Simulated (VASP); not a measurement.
# Bi (R-3m) in VASP: further runs

The runs below take Bi through single point, relaxation of volume and atoms at fixed shape, with LDA.

Everything below comes from runs of VASP 6.6.1. Logs are shortened: lines on timing, memory, paths and dates and some standing lists are left out, and cuts for length are marked.

## 1. The cell of the first run

It takes space group R-3m (No. 166, trigonal). Conventional cell: a = 4.482 Å, b = 4.482 Å, c = 11.676 Å, α = 90.00°, β = 90.00°, γ = 120.00°. Within 4.0 Å of Bi (site symmetry 3m) lie 6 Bi at 3.04 to 3.46 Å.

## 2. Single point, LDA

INCAR reads:

```
SYSTEM = Bi
  PREC = Accurate
  ENCUT = 520
  EDIFF = 1E-7
  ISMEAR = -1
  SIGMA = 0.05
  LREAL = .False.
  LASPH = .True.
  NELM = 100
  ALGO = Normal
  ISIF = 2
  LWAVE = .False.
  LCHARG = .False.
  NBANDS = 22
```

KPOINTS reads:

```
Automatic mesh
0
Gamma
  6 6 6
  0 0 0
```

POSCAR reads:

```
Bi
1.0
    2.2409324288      1.2938029427      3.8918597130
   -2.2409324288      1.2938029427      3.8918597130
    0.0000000000     -2.5876058804      3.8918597146
Bi
2
Direct
    0.2350711537      0.2350711537      0.2350711537
    0.7649288463      0.7649288463      0.7649288463
```

Potentials or basis: VASP PAW LDA potentials, release 64 (Bi_d).

Launch:

```
cat potpaw_LDA.64/Bi_d/POTCAR > POTCAR
mpirun -np 1 vasp_std > vasp.out
```

OUTCAR:

```text
SYSTEM = Bi
   PREC = Accurate
   ENCUT = 520
   EDIFF = 1E-7
   ISMEAR = -1
   LREAL = .False.
   LASPH = .True.
   NELM = 100
   ISIF = 2

 ion  position               nearest neighbor table
   1  0.235  0.235  0.235-   2 3.04   2 3.04   2 3.04   2 3.46   2 3.46   2 3.46
   2  0.765  0.765  0.765-   1 3.04   1 3.04   1 3.04   1 3.46   1 3.46   1 3.46

  LATTYP: Found a trigonal (rhomboedric) cell.
 ALAT       =     4.6735721061
 COS(alpha) =     0.5401781300

  Lattice vectors:

 A1 = (   2.2409324288,   1.2938029427,   3.8918597130)
 A2 = (  -2.2409324288,   1.2938029427,   3.8918597130)
 A3 = (   0.0000000000,  -2.5876058804,   3.8918597146)

Analysis of symmetry for initial positions (statically):
=====================================================================
 Subroutine PRICEL returns:
 Original cell was already a primitive cell.

 Routine SETGRP: Setting up the symmetry group for a
 trigonal (rhombohedral) supercell.

 Subroutine GETGRP returns: Found 12 space group operations
 (whereof 12 operations were pure point group operations)
 out of a pool of 12 trial point group operations.

The static configuration has the point symmetry D_3d.

Analysis of symmetry for dynamics (positions and initial velocities):
=====================================================================
 Subroutine PRICEL returns:
 Original cell was already a primitive cell.

 Routine SETGRP: Setting up the symmetry group for a
 trigonal (rhombohedral) supercell.

 Subroutine GETGRP returns: Found 12 space group operations
 (whereof 12 operations were pure point group operations)
 out of a pool of 12 trial point group operations.

The dynamic configuration has the point symmetry D_3d.

 Subroutine INISYM returns: Found 12 space group operations
 (whereof 12 operations are pure point group operations),
 and found     1 'primitive' translations

----------------------------------------------------------------------------------------

                                     Primitive cell

  volume of cell :      67.7026

  direct lattice vectors                    reciprocal lattice vectors
     2.240932429  1.293802943  3.891859713     0.223121409  0.128819205  0.085648856
    -2.240932429  1.293802943  3.891859713    -0.223121409  0.128819205  0.085648856
     0.000000000 -2.587605880  3.891859715     0.000000000 -0.257638411  0.085648856

  length of vectors
     4.673572106  4.673572106  4.673572106     0.271501892  0.271501892  0.271501892

  position of ions in fractional coordinates (direct lattice)
     0.235071154  0.235071154  0.235071154
     0.764928846  0.764928846  0.764928846

  ion indices of the primitive-cell ions
   primitive index   ion index
                 1           1
                 2           2

----------------------------------------------------------------------------------------

 KPOINTS: Automatic mesh

Automatic generation of k-mesh.
 Grid dimensions read from file:
 generate k-points for:    6    6    6

 Generating k-lattice:

  Cartesian coordinates                     Fractional coordinates (reciprocal lattice)
     0.037186901  0.021469868  0.014274809     0.166666667 -0.000000000 -0.000000000
    -0.037186901  0.021469868  0.014274809    -0.000000000  0.166666667 -0.000000000
     0.000000000 -0.042939735  0.014274809    -0.000000000 -0.000000000  0.166666667

  Length of vectors
     0.045250315  0.045250315  0.045250315

  Shift w.r.t. Gamma in fractional coordinates (k-lattice)
     0.000000000  0.000000000  0.000000000

 Subroutine IBZKPT returns following result:
 ===========================================

 Found     32 irreducible k-points:

 Following reciprocal coordinates:
            Coordinates               Weight
  0.000000  0.000000  0.000000      1.000000
  0.166667 -0.000000  0.000000      6.000000
  0.333333  0.000000  0.000000      6.000000
  0.500000  0.000000  0.000000      3.000000
  0.166667  0.166667  0.000000      6.000000
  0.333333  0.166667  0.000000     12.000000
[... 16 lines left out ...]
  0.500000  0.500000  0.166667      6.000000
 -0.333333  0.500000  0.166667     12.000000
 [... further k-points ...]
   k-points           NKPTS =     32   k-points in BZ     NKDIM =     32   number of bands    NBANDS=     22
   number of dos      NEDOS =    301   number of ions     NIONS =      2
   total plane-waves  NPLWV =  46656
   dimension x,y,z NGX =    36 NGY =   36 NGZ =   36
   dimension x,y,z NGXF=    72 NGYF=   72 NGZF=   72
   ions per type =               2
   NGX,Y,Z   is equivalent  to a cutoff of  12.81, 12.81, 12.81 a.u.
   NGXF,Y,Z  is equivalent  to a cutoff of  25.61, 25.61, 25.61 a.u.
 SYSTEM =  Bi
   PREC   = accura    normal or accurate (medium, high low for compatibility)
   ISTART =      0    job   : 0-new  1-cont  2-samecut
   ICHARG =      2    charge: 1-file 2-atom 10-const
   ISPIN  =      1    spin polarized calculation?
   LNONCOLLINEAR =      F non collinear calculations
   LSORBIT =      F    spin-orbit coupling
   LASPH  =      T    aspherical Exc in radial PAW
   ENCUT  =  520.0 eV  38.22 Ry    6.18 a.u.   8.69  8.69  8.69*2*pi/ulx,y,z
   NELM   =    100;   NELMIN=  2; NELMDL= -5     # of ELM steps
   EDIFF  = 0.1E-06   stopping-criterion for ELM
   LREAL  =      F    real-space projection
   EDIFFG = 0.1E-05   stopping-criterion for IOM
   NSW    =      0    number of steps for IOM
   IBRION =     -1    ionic relax: 0-MD 1-quasi-New 2-CG
   NFREE  =      0    steps in history (QN), initial steepest desc. (CG)
   ISIF   =      2    stress and relaxation
   ISYM   =      2    0-nonsym 1-usesym 2-fastsym
   POTIM  = 0.5000    time-step for ionic-motion
   TEBEG  =    0.0;   TEEND  =   0.0 temperature during run
   PSTRESS=    0.0 pullay stress
   NELECT =      30.0000    total number of electrons
   NUPDOWN=      -1.0000    fix difference up-down
   EMIN   =  10.00;   EMAX   =-10.00  energy-range for DOS
   EFERMI =   0.00;   METHOD = LEGACY
   ISMEAR =    -1;   SIGMA  =   0.05  broadening in eV -4-tet -1-fermi 0-gaus
   EFERMI_NEDOS =   21; number of points for ismear=-14 and -15
   IALGO  =     38    algorithm
   IMIX   =      4    mixing-type and parameters
     AMIX     =   0.40;   BMIX     =  1.00
     AMIX_MAG =   1.60;   BMIX_MAG =  1.00
  volume/ion in A,a.u.               =      33.85       228.44
  Fermi-wavevector in a.u.,A,eV,Ry     =   1.248093  2.358553 21.194273  1.557735
  Thomas-Fermi vector in A             =   2.382195
   LORBIT       =      0    0 simple, 1 ext, 2 COOP (PROOUT), +10 PAW based schemes
   GGA     = CA    functional components
   LHFCALC =     F    Hartree Fock is set to
   AEXX    =    0.0000 exact exchange contribution
   IVDW    =     0    specifies the selected vdW correction
   LEPSILON=     F    determine dielectric tensor
   LRPA    =     F    only Hartree local field effects (RPA)
 non-spin polarized calculation
  energy-cutoff  :      520.00
  volume of cell :       67.70
 maximum number of plane-waves:      1851
   NGX = 17   NGY = 17   NGZ = 17

 number of electron      30.0000007 magnetization

 Free energy of the ion-electron system (eV)
  ---------------------------------------------------
  ext. energy  EPLUGINS =         0.00000000
  ---------------------------------------------------
  free energy    TOTEN  =        -9.14467926 eV

  energy without entropy =       -9.14131897  energy(sigma->0) =       -9.14299912

 E-fermi :   6.4912     XC(G=0):  -9.9792

 val. band max:        6.4547352706   @ k =  -0.3333   0.5000   0.3333
 cond. band min:       6.9622269149   @ k =   0.5000   0.0000   0.0000
 fundamental gap:      0.5074916443
 Fermi energy:         6.4911844167

 k-point     1 :       0.0000    0.0000    0.0000
  band No.  band energies     occupation
      1     -16.4054      2.00000
      2     -16.4054      2.00000
      3     -16.2336      2.00000
      4     -16.2336      2.00000
      5     -16.2192      2.00000
      6     -16.0246      2.00000
[... 14 lines left out ...]
     21      12.3402      0.00000
     22      12.8325      0.00000

 k-point     2 :       0.1667   -0.0000    0.0000
  band No.  band energies     occupation
      1     -16.3822      2.00000
      2     -16.3766      2.00000
      3     -16.2238      2.00000
      4     -16.2165      2.00000
      5     -16.2036      2.00000
      6     -16.0396      2.00000
[... 14 lines left out ...]
     21      12.7177      0.00000
     22      14.6780      0.00000

 k-point     3 :       0.3333    0.0000    0.0000
  band No.  band energies     occupation
      1     -16.3256      2.00000
      2     -16.2980      2.00000
      3     -16.2031      2.00000
      4     -16.1722      2.00000
      5     -16.1595      2.00000
      6     -16.0888      2.00000
[... 14 lines left out ...]
     21      14.1441      0.00000
     22      17.0638      0.00000

 k-point     4 :       0.5000    0.0000    0.0000
  band No.  band energies     occupation
      1     -16.2873      2.00000
      2     -16.2135      2.00000
      3     -16.1900      2.00000
      4     -16.1691      2.00000
      5     -16.1270      2.00000
      6     -16.1110      2.00000
[... 14 lines left out ...]
     21      15.7853      0.00000
     22      16.0174      0.00000

 k-point     5 :       0.1667    0.1667    0.0000
  band No.  band energies     occupation
      1     -16.4015      2.00000
      2     -16.3469      2.00000
      3     -16.2342      2.00000
      4     -16.2074      2.00000
      5     -16.1956      2.00000
      6     -16.0463      2.00000
[... 417 lines left out ...]
 k-point    22 :      -0.1667    0.3333    0.1667
  band No.  band energies     occupation
      1     -16.3591      2.00000
      2     -16.2209      2.00000
      3     -16.2058      2.00000
      4     -16.1637      2.00000
      5     -16.1385      2.00000
      6     -16.1093      2.00000
[... 14 lines left out ...]
     21      15.1602      0.00000
     22      15.8310      0.00000

 k-point    23 :       0.5000    0.5000    0.1667
  band No.  band energies     occupation
      1     -16.3702      2.00000
      2     -16.2581      2.00000
      3     -16.2322      2.00000
      4     -16.1500      2.00000
      5     -16.1418      2.00000
      6     -16.0874      2.00000
[... 14 lines left out ...]
     21      15.9556      0.00000
     22      17.0456      0.00000

 k-point    24 :      -0.3333    0.5000    0.1667
  band No.  band energies     occupation
      1     -16.3564      2.00000
      2     -16.2553      2.00000
      3     -16.2165      2.00000
      4     -16.1595      2.00000
      5     -16.1180      2.00000
      6     -16.1069      2.00000
[... 14 lines left out ...]
     21      16.7603      0.00000
     22      16.9850      0.00000

 [... further k-points ...]
[... 5 lines left out ...]
  --------------------------------------------------------------------------------------
  -------------------------------------------------------------------------------------
  Total        0.0611376      0.0611376     -0.0199127      0.0000000     -0.0000000      0.0000000
  in kB        1.4468169      1.4468169     -0.4712317      0.0000000     -0.0000000      0.0000000
  external PRESSURE =       0.8074674 kB  Pullay stress =       0.0000000 kB

 VOLUME and BASIS-vectors are now :
 -----------------------------------------------------------------------------
  energy-cutoff  :      520.00
  volume of cell :       67.70
      direct lattice vectors                 reciprocal lattice vectors
     2.240932429  1.293802943  3.891859713     0.223121409  0.128819205  0.085648856
    -2.240932429  1.293802943  3.891859713    -0.223121409  0.128819205  0.085648856
     0.000000000 -2.587605880  3.891859715     0.000000000 -0.257638411  0.085648856

 POSITION                                       TOTAL-FORCE (eV/Angst)
 -----------------------------------------------------------------------------------
      0.00000      0.00000      2.74459         0.000000      0.000000      0.028431
      0.00000      0.00000      8.93099         0.000000     -0.000000     -0.028431
 -----------------------------------------------------------------------------------
    total drift:                                0.000000      0.000000     -0.000000

  FREE ENERGIE OF THE ION-ELECTRON SYSTEM (eV)
  ---------------------------------------------------
  free  energy   TOTEN  =        -9.1446792636 eV

  energy  without entropy=       -9.1413189742  energy(sigma->0) =       -9.14299912
```

Run time: 24 s. Hardware: 1 thread of AMD EPYC 9R45 (Zen 5), shared host; peak memory 0.15 GiB.

What came out:

* Free energy: -9.1447 eV
* Pressure: 0.1 GPa
* Largest force: 0.028 eV/Å
* Band gap on the k mesh: zero (band 15 reaches 6.45 eV, above the bottom of band 16 at 6.29 eV)

Forces in eV/Å, atoms in the order of the input:
```
Bi   0.000  0.000  0.028
Bi   0.000  0.000 -0.028
```

Caveat: spin-orbit coupling is left out, which moves the levels of the heavy elements.

## 3. Relaxation of volume and atoms at fixed shape, LDA

This run uses another cell than the first one, of 35.07 Å³/atom, 1.036 times its volume.

INCAR reads:

```
SYSTEM = Bi
PREC = Accurate ; ENCUT = 600
EDIFF = 1E-6 ; ISMEAR = -1
SIGMA = 0.05 ; LREAL = .False.
LASPH = .True. ; NELM = 60
ALGO = Normal ; ISIF = 8
LWAVE = .False. ; LCHARG = .False.
IBRION = 2 ; NSW = 80
EDIFFG = -0.02
```

KPOINTS is that of step 2.

POSCAR reads:

```
Bi
1.0
    2.2675000000      1.3091417400      3.9380000000
   -2.2675000000      1.3091417400      3.9380000000
    0.0000000000     -2.6182834700      3.9380000000
Bi
2
Direct
    0.2340000000      0.2340000000      0.2340000000
    0.7660000000      0.7660000000      0.7660000000
```

Potentials or basis: VASP PAW LDA potentials, release 64 (Bi_d).

Launch:

```
cat potpaw_LDA.64/Bi_d/POTCAR > POTCAR
mpirun -np 1 vasp_std > vasp.out
```

It took 3 min on 1 thread of AMD EPYC 9R45 (Zen 5), shared host; peak memory 0.19 GiB.

It converged, with:

```yaml
Free_energy: -9.1452 eV
Relaxed_volume: 33.86 Å³/atom
Relaxed_cell: a = 4.674 Å, b = 4.674 Å, c = 4.674 Å, α = 57.30°, β = 57.30°, γ = 57.30°
Space_group_after_relaxing_to_0.05_Å: R-3m (No. 166)
Energy_gained_by_relaxing: 5.1 meV/atom
Ionic_steps: 10
Pressure_after_relaxing: 0.1 GPa
Largest_force_after_relaxing: 0.014 eV/Å
Band_gap_on_the_k_mesh: zero (band 15 reaches 6.45 eV, above the bottom of band 16 at 6.28 eV)
```

Forces in eV/Å, atoms in the order of the input:
```
Bi   0.000  0.000  0.014
Bi   0.000  0.000 -0.014
```

Stress tensor (GPa, compression positive):
```
 0.14  0.00  0.00
 0.00  0.14  0.00
 0.00  0.00 -0.07
```

The path:
| step | energy change (eV) | largest force (eV/Å) | pressure (GPa) | volume (Å³) |
| --- | --- | --- | --- | --- |
| 1 | 0.0000 | 0.0130 | -1.40 | 70.14 |
| 2 | -0.0052 | 0.1958 | 0.95 | 67.07 |
| 3 | -0.0086 | 0.1124 | -0.03 | 68.22 |
| 4 | -0.0086 | 0.1161 | -0.02 | 68.19 |
| 5 | -0.0085 | 0.1291 | 0.16 | 68.01 |
| 6 | -0.0086 | 0.1179 | 0.05 | 68.15 |
| 7 | -0.0096 | 0.0778 | 0.09 | 67.99 |
| 8 | -0.0101 | 0.0416 | 0.11 | 67.84 |
| 9 | -0.0101 | 0.0273 | 0.16 | 67.54 |
| 10 | -0.0103 | 0.0145 | 0.07 | 67.71 |

Final structure:
```
Bi
1.0
     2.24103    1.29386    3.89202
    -2.24103    1.29386    3.89202
     0.00000   -2.58771    3.89202
Bi
2
Direct
  0.23521 0.23521 0.23521
  0.76479 0.76479 0.76479
```

Levels at points of the mesh, in eV from the Fermi level:
```csv
k point,band 12,band 13,band 14,band 15,band 16,band 17,band 18,band 19
"(0.00, 0.00, 0.00)",-7.30,-1.56,-1.22,-1.22,2.68,3.08,3.08,5.64
"(0.50, 0.00, 0.00)",-10.63,-1.27,-1.11,-0.23,-0.21,0.46,0.96,7.63
"(0.50, 0.50, 0.00)",-9.42,-4.89,-3.16,-2.99,2.41,5.14,5.56,7.10
"(0.50, 0.50, 0.50)",-10.07,-0.82,-0.53,-0.53,0.66,0.66,0.78,7.19
```

Caveat: spin-orbit coupling is left out, which moves the levels of the heavy elements.
